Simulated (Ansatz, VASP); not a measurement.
**Zr3O in VASP and in Ansatz**

```
Zr O
1.0
     5.13672    0.00000    0.00000
    -2.56836    4.44853    0.00000
     0.00000    0.00000    5.56841
Zr O
6 2
Direct
  0.33939 0.00000 0.00000
  0.33939 0.33939 0.50000
  0.00000 0.33939 0.00000
  0.66061 0.00000 0.50000
  0.66061 0.66061 0.00000
  0.00000 0.66061 0.50000
  0.33333 0.66667 0.25000
  0.66667 0.33333 0.75000
```

Change from the starting cell: strain -0.080 along x and y, +0.080 along z, atoms carried along.

Alike in both runs: task single point; functional PBEsol; k mesh 12 × 12 × 8; occupations gaussian, width 0.15 eV; no spin polarisation.

|  | VASP | Ansatz |
| --- | --- | --- |
| version | VASP 6.6.1 | Ansatz 0.2.0 |
| potentials or method | VASP PAW PBE potentials, release 64 (Zr_sv, O), cutoff 520 eV | scalar-relativistic, plane waves, PAW |
| valence electrons in the cell | 84 | 84 |

|  | VASP | Ansatz | Ansatz less VASP |
| --- | --- | --- | --- |
| gap on the k mesh at the Fermi level (eV) | none | none | - |
| pressure (GPa) | 16.6 | 16.3 | -0.26 |
| traceless stress, the component that is largest in VASP (GPa) | -12.79 | -12.79 | 0.000 |
| rms of the force components (eV/Å) | 0.220 | 0.211 | -0.0093 |

VASP's potentials were made for PBE, not for PBEsol. Atom by atom the forces differ by 0.009 eV/Å (rms over components). A gap of «none» marks a metal or a gap that the smearing closes. The functional is the same, so the differences come from potentials, cutoffs and numerics.
